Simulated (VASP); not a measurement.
# TiC (P4/mmm) in VASP: further runs

Runs on TiC. Level: PBE. Tasks: single point.

Program: VASP 6.6.1. These are calculated values, not measurements. Logs are shortened: lines on timing, memory, paths and dates and some standing lists are left out, and cuts for length are marked.

## Step 1: The cell of the first run

It takes space group P4/mmm (No. 123, tetragonal). Conventional cell: a = 2.618 Å, b = 2.618 Å, c = 2.894 Å, α = 90.00°, β = 90.00°, γ = 90.00°. Within 3.1 Å of Ti (site symmetry 4/mmm) lie 8 C at 2.35 Å and 6 Ti at 2.62 to 2.89 Å. Within 3.1 Å of C (site symmetry 4/mmm) lie 8 Ti at 2.35 Å and 6 C at 2.62 to 2.89 Å.

## Step 2: Single point, PBE

File INCAR:

```
SYSTEM = TiC
PREC     = Accurate       ! precision mode
ENCUT    = 600            ! plane-wave cutoff, eV
EDIFF    = 1E-6           ! SCF threshold, eV
ISMEAR   = -1             ! smearing method
SIGMA    = 0.1            ! smearing width, eV
LREAL    = .False.        ! projectors in reciprocal space
LASPH    = .True.         ! aspherical terms in the spheres
NELM     = 120            ! most SCF steps
ALGO     = Normal         ! electronic algorithm
ISIF     = 2              ! what is computed and relaxed
LWAVE    = .False.        ! write WAVECAR
LCHARG   = .False.        ! write CHGCAR
GGA      = PE             ! functional
NBANDS   = 15             ! bands
GGA_COMPAT= .False.
```

File KPOINTS:

```
regular mesh
0
Gamma
  7 7 5
  0 0 0
```

File POSCAR:

```
TiC
1.0
    2.6180316829      0.0000000000      0.0000000000
    0.0000000000      2.6180316829      0.0000000000
    0.0000000000      0.0000000000      2.8940344219
Ti C
1 1
Direct
    0.0000000000      0.0000000000      0.0000000000
    0.5000000000      0.5000000000      0.5000000000
```

Potentials or basis: VASP PAW PBE potentials, release 64 (Ti_sv, C).

The run is started by

```sh
> cat potpaw_PBE.64/Ti_sv/POTCAR potpaw_PBE.64/C/POTCAR > POTCAR
> mpirun -np 1 vasp_std > vasp.out
```

OUTCAR:

```text
SYSTEM = TiC
   PREC = Accurate
   ENCUT = 600
   EDIFF = 1E-6
   ISMEAR = -1
   LREAL = .False.
   LASPH = .True.
   NELM = 120
   ISIF = 2
   GGA = PE

 ion  position               nearest neighbor table
   1  0.000  0.000  0.000-   2 2.35   2 2.35   2 2.35   2 2.35   2 2.35   2 2.35   2 2.35   2 2.35

   2  0.500  0.500  0.500-   1 2.35   1 2.35   1 2.35   1 2.35   1 2.35   1 2.35   1 2.35   1 2.35

  LATTYP: Found a simple tetragonal cell.
 ALAT       =     2.6180316829
 C/A-ratio  =     1.1054237582

  Lattice vectors:

 A1 = (   2.6180316829,   0.0000000000,   0.0000000000)
 A2 = (   0.0000000000,   2.6180316829,   0.0000000000)
 A3 = (   0.0000000000,   0.0000000000,   2.8940344219)

Analysis of symmetry for initial positions (statically):
=====================================================================
 Subroutine PRICEL returns:
 Original cell was already a primitive cell.

 Routine SETGRP: Setting up the symmetry group for a
 simple tetragonal supercell.

 Subroutine GETGRP returns: Found 16 space group operations
 (whereof 16 operations were pure point group operations)
 out of a pool of 16 trial point group operations.

The static configuration has the point symmetry D_4h.

Analysis of symmetry for dynamics (positions and initial velocities):
=====================================================================
 Subroutine PRICEL returns:
 Original cell was already a primitive cell.

 Routine SETGRP: Setting up the symmetry group for a
 simple tetragonal supercell.

 Subroutine GETGRP returns: Found 16 space group operations
 (whereof 16 operations were pure point group operations)
 out of a pool of 16 trial point group operations.

The dynamic configuration has the point symmetry D_4h.

 Subroutine INISYM returns: Found 16 space group operations
 (whereof 16 operations are pure point group operations),
 and found     1 'primitive' translations

----------------------------------------------------------------------------------------

                                     Primitive cell

  volume of cell :      19.8360

  direct lattice vectors                    reciprocal lattice vectors
     2.618031683  0.000000000  0.000000000     0.381966348  0.000000000  0.000000000
     0.000000000  2.618031683  0.000000000     0.000000000  0.381966348  0.000000000
     0.000000000  0.000000000  2.894034422     0.000000000  0.000000000  0.345538392

  length of vectors
     2.618031683  2.618031683  2.894034422     0.381966348  0.381966348  0.345538392

  position of ions in fractional coordinates (direct lattice)
     0.000000000  0.000000000  0.000000000
     0.500000000  0.500000000  0.500000000

  ion indices of the primitive-cell ions
   primitive index   ion index
                 1           1
                 2           2

----------------------------------------------------------------------------------------

 KPOINTS: regular mesh

Automatic generation of k-mesh.
 Grid dimensions read from file:
 generate k-points for:    7    7    5

 Generating k-lattice:

  Cartesian coordinates                     Fractional coordinates (reciprocal lattice)
     0.054566621  0.000000000  0.000000000     0.142857143  0.000000000  0.000000000
     0.000000000  0.054566621  0.000000000     0.000000000  0.142857143  0.000000000
     0.000000000  0.000000000  0.069107678     0.000000000  0.000000000  0.200000000

  Length of vectors
     0.054566621  0.054566621  0.069107678

  Shift w.r.t. Gamma in fractional coordinates (k-lattice)
     0.000000000  0.000000000  0.000000000

 Subroutine IBZKPT returns following result:
 ===========================================

 Found     30 irreducible k-points:

 Following reciprocal coordinates:
            Coordinates               Weight
  0.000000  0.000000  0.000000      1.000000
  0.142857  0.000000  0.000000      4.000000
  0.285714  0.000000  0.000000      4.000000
  0.428571  0.000000  0.000000      4.000000
  0.142857  0.142857  0.000000      4.000000
  0.285714  0.142857  0.000000      8.000000
[... 16 lines left out ...]
  0.285714  0.000000  0.400000      8.000000
  0.428571  0.000000  0.400000      8.000000
 [... further k-points ...]
   k-points           NKPTS =     30   k-points in BZ     NKDIM =     30   number of bands    NBANDS=     15
   number of dos      NEDOS =    301   number of ions     NIONS =      2
   total plane-waves  NPLWV =  13824
   dimension x,y,z NGX =    24 NGY =   24 NGZ =   24
   dimension x,y,z NGXF=    48 NGYF=   48 NGZF=   48
   ions per type =               1   1
   NGX,Y,Z   is equivalent  to a cutoff of  15.24, 15.24, 13.79 a.u.
   NGXF,Y,Z  is equivalent  to a cutoff of  30.48, 30.48, 27.57 a.u.
 SYSTEM =  TiC
   PREC   = accura    normal or accurate (medium, high low for compatibility)
   ISTART =      0    job   : 0-new  1-cont  2-samecut
   ICHARG =      2    charge: 1-file 2-atom 10-const
   ISPIN  =      1    spin polarized calculation?
   LNONCOLLINEAR =      F non collinear calculations
   LSORBIT =      F    spin-orbit coupling
   LASPH  =      T    aspherical Exc in radial PAW
   ENCUT  =  600.0 eV  44.10 Ry    6.64 a.u.   5.23  5.23  5.78*2*pi/ulx,y,z
   NELM   =    120;   NELMIN=  2; NELMDL= -5     # of ELM steps
   EDIFF  = 0.1E-05   stopping-criterion for ELM
   LREAL  =      F    real-space projection
   EDIFFG = 0.1E-04   stopping-criterion for IOM
   NSW    =      0    number of steps for IOM
   IBRION =     -1    ionic relax: 0-MD 1-quasi-New 2-CG
   NFREE  =      0    steps in history (QN), initial steepest desc. (CG)
   ISIF   =      2    stress and relaxation
   ISYM   =      2    0-nonsym 1-usesym 2-fastsym
   POTIM  = 0.5000    time-step for ionic-motion
   TEBEG  =    0.0;   TEEND  =   0.0 temperature during run
   PSTRESS=    0.0 pullay stress
   NELECT =      16.0000    total number of electrons
   NUPDOWN=      -1.0000    fix difference up-down
   EMIN   =  10.00;   EMAX   =-10.00  energy-range for DOS
   EFERMI =   0.00;   METHOD = LEGACY
   ISMEAR =    -1;   SIGMA  =   0.10  broadening in eV -4-tet -1-fermi 0-gaus
   EFERMI_NEDOS =   21; number of points for ismear=-14 and -15
   IALGO  =     38    algorithm
   IMIX   =      4    mixing-type and parameters
     AMIX     =   0.40;   BMIX     =  1.00
     AMIX_MAG =   1.60;   BMIX_MAG =  1.00
  volume/ion in A,a.u.               =       9.92        66.93
  Fermi-wavevector in a.u.,A,eV,Ry     =   1.523925  2.879801 31.597465  2.322348
  Thomas-Fermi vector in A             =   2.632302
   LORBIT       =      0    0 simple, 1 ext, 2 COOP (PROOUT), +10 PAW based schemes
   GGA     = PE    functional components
   LHFCALC =     F    Hartree Fock is set to
   AEXX    =    0.0000 exact exchange contribution
   IVDW    =     0    specifies the selected vdW correction
   LEPSILON=     F    determine dielectric tensor
   LRPA    =     F    only Hartree local field effects (RPA)
 non-spin polarized calculation
  energy-cutoff  :      600.00
  volume of cell :       19.84
 maximum number of plane-waves:       676
 NGX is ok and might be reduce to    24
   NGX = 11   NGY = 11   NGZ = 11

 number of electron      16.0000002 magnetization

 Free energy of the ion-electron system (eV)
  ---------------------------------------------------
  ext. energy  EPLUGINS =         0.00000000
  ---------------------------------------------------
  free energy    TOTEN  =       -16.44644207 eV

  energy without entropy =      -16.38351714  energy(sigma->0) =      -16.41497960

 E-fermi :  10.2386     XC(G=0): -12.9108

 val. band max:       10.2301447118   @ k =   0.4286   0.1429   0.2000
 cond. band min:      10.2542911341   @ k =   0.4286   0.1429   0.4000
 fundamental gap:      0.0241464223
 Fermi energy:        10.2385646137

 k-point     1 :       0.0000    0.0000    0.0000
  band No.  band energies     occupation
      1     -46.5691      2.00000
      2     -22.6498      2.00000
      3     -22.3279      2.00000
      4     -22.3279      2.00000
      5      -2.9998      2.00000
      6       8.4746      2.00000
      7       8.5446      2.00000
      8      10.3867      0.37038
      9      12.1522      0.00000
     10      12.1522      0.00000
     11      13.3222      0.00000
     12      13.3222      0.00000
     13      13.9026      0.00000
     14      20.2269      0.00000
     15      26.1791      0.00000

 k-point     2 :       0.1429    0.0000    0.0000
  band No.  band energies     occupation
      1     -46.5433      2.00000
      2     -22.6292      2.00000
      3     -22.5182      2.00000
      4     -22.3107      2.00000
      5      -2.5900      2.00000
      6       8.1642      2.00000
      7       8.6764      2.00000
      8       9.7447      1.98577
      9      11.5011      0.00001
     10      11.8926      0.00000
     11      13.3787      0.00000
     12      14.0443      0.00000
     13      14.5507      0.00000
     14      20.7016      0.00000
     15      25.6550      0.00000

 k-point     3 :       0.2857    0.0000    0.0000
  band No.  band energies     occupation
      1     -46.4846      2.00000
      2     -22.9316      2.00000
      3     -22.5826      2.00000
      4     -22.2719      2.00000
      5      -1.4709      2.00000
      6       6.2814      2.00000
      7       8.7384      2.00000
      8       9.1190      1.99997
      9      10.5590      0.07798
     10      12.9552      0.00000
     11      13.5083      0.00000
     12      15.3604      0.00000
     13      15.5677      0.00000
     14      21.1922      0.00000
     15      24.3877      0.00000
[... 343 lines left out ...]
 k-point    23 :       0.2857    0.0000    0.4000
  band No.  band energies     occupation
      1     -46.4420      2.00000
      2     -22.9691      2.00000
      3     -22.8681      2.00000
      4     -22.2416      2.00000
      5      -0.4124      2.00000
      6       5.6207      2.00000
      7       7.4186      2.00000
      8       9.9570      1.88698
      9      10.8200      0.00595
     10      12.7129      0.00000
     11      13.6248      0.00000
     12      14.8518      0.00000
     13      15.3799      0.00000
     14      21.5582      0.00000
     15      25.0937      0.00000

 k-point    24 :       0.4286    0.0000    0.4000
  band No.  band energies     occupation
      1     -46.3956      2.00000
      2     -23.1742      2.00000
      3     -22.9108      2.00000
      4     -22.2126      2.00000
      5      -0.0629      2.00000
      6       6.0729      2.00000
      7       7.0312      2.00000
      8       9.6818      1.99239
      9      11.5419      0.00000
     10      12.4474      0.00000
     11      14.2022      0.00000
     12      14.2549      0.00000
     13      14.3919      0.00000
     14      20.7584      0.00000
     15      25.9090      0.00000

 [... further k-points ...]

------------------------ aborting loop because EDIFF is reached ----------------------------------------

  FORCE on cell =-STRESS in cart. coord.  units (eV):
  Direction    XX          YY          ZZ          XY          YZ          ZX
  --------------------------------------------------------------------------------------
  -------------------------------------------------------------------------------------
  Total       -0.0033732     -0.0033732      0.0106019      0.0000000      0.0000000     -0.0000000
  in kB       -0.2724566     -0.2724566      0.8563318      0.0000000      0.0000000     -0.0000000
  external PRESSURE =       0.1038062 kB  Pullay stress =       0.0000000 kB

 VOLUME and BASIS-vectors are now :
 -----------------------------------------------------------------------------
  energy-cutoff  :      600.00
  volume of cell :       19.84
      direct lattice vectors                 reciprocal lattice vectors
     2.618031683  0.000000000  0.000000000     0.381966348  0.000000000  0.000000000
     0.000000000  2.618031683  0.000000000     0.000000000  0.381966348  0.000000000
     0.000000000  0.000000000  2.894034422     0.000000000  0.000000000  0.345538392

 POSITION                                       TOTAL-FORCE (eV/Angst)
 -----------------------------------------------------------------------------------
      0.00000      0.00000      0.00000         0.000000      0.000000      0.000000
      1.30902      1.30902      1.44702         0.000000      0.000000      0.000000
 -----------------------------------------------------------------------------------
    total drift:                                0.000000      0.000000      0.000000

  FREE ENERGIE OF THE ION-ELECTRON SYSTEM (eV)
  ---------------------------------------------------
  free  energy   TOTEN  =       -16.4464420665 eV

  energy  without entropy=      -16.3835171405  energy(sigma->0) =      -16.41497960
```

Wall time 9.5 s (1 thread of Intel Xeon 6975P-C (Granite Rapids), shared host); peak memory 0.13 GiB.

Results:

```yaml
Free_energy: -16.4464 eV
Pressure: 0.0 GPa
Band_gap_on_the_k_mesh: zero (bands 8 and 9 overlap by 1.02 eV)
```

Levels at points of the mesh, in eV from the Fermi level:
| k point | band 4 | band 5 | band 6 | band 7 | band 8 | band 9 | band 10 | band 11 | band 12 | band 13 |
| --- | --- | --- | --- | --- | --- | --- | --- | --- | --- | --- |
| (0.00, 0.00, 0.00) | -32.57 | -13.24 | -1.76 | -1.69 | 0.15 | 1.91 | 1.91 | 3.08 | 3.08 | 3.66 |

Caveat: the k points lie up to 0.43 Å⁻¹ apart, too coarse for converged energies and pressures of a metal.

(Continued in part 2 of 2.)
